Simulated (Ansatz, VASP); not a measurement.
AlNi in VASP and in Ansatz

INCAR

```
PREC = Accurate
ENCUT = 520
EDIFF = 1E-7
ISMEAR = -1
SIGMA = 0.15
LREAL = False
LASPH = True
NELM = 150
ALGO = Normal
ISIF = 2
LWAVE = False
LCHARG = True
ISPIN = 2
MAGMOM = 0 1
LORBIT = 11
LMAXMIX = 4
GGA = PE
LELF = True
LVHAR = True
NBANDS = 18
```

KPOINTS

```
regular mesh
0
Gamma
  12 12 12
```

POSCAR

```
AlNi
1.0
    2.7945700000      0.0000000000      0.0000000000
    0.0000000000      2.7945700000      0.0000000000
    0.0000000000      0.0000000000      2.8810000000
Al Ni
1 1
Direct
    0.0000000000      0.0000000000      0.0000000000
    0.5000000000      0.5000000000      0.5000000000
```

Input for Ansatz:

```yaml
crystal:
  lattice:
    - [2.7945699999999998, 0.0, 0.0]
    - [0.0, 2.7945699999999998, 0.0]
    - [0.0, 0.0, 2.881]
  atoms:
    - { symbol: Al, position: [0.0, 0.0, 0.0] }
    - { symbol: Ni, position: [0.5, 0.5, 0.5], spin: 1.0 }
basis:
  ecutwfc: 550.0
kpoints:
  mp_grid:
    grid: [12, 12, 12]
hamiltonian:
  xc: pbe
  pseudopotentials:
    kind: paw
magnetization:
  spin_polarized: true
scf:
  occupations:
    method: fermi_dirac
    width: 0.15
```

Alike in both runs: task single point; functional PBE; k mesh 12 × 12 × 12; occupations fermi-dirac, width 0.15 eV; collinear spin.

|  | VASP | Ansatz |
| --- | --- | --- |
| version | VASP 6.6.1 | Ansatz 0.2.0 |
| potentials or method | VASP PAW PBE potentials, release 64 (Al, Ni), cutoff 520 eV | plane waves, PAW |
| valence electrons in the cell | 13 | 21 |

```csv
,VASP,Ansatz,Ansatz less VASP
net moment per atom (μB),0.00,0.00,0.000
```

VASP's potentials hold 13 valence electrons a cell and Ansatz's 21, so a difference there can come from the potentials and not from the codes. Ansatz's warnings: seeded moment not kept.
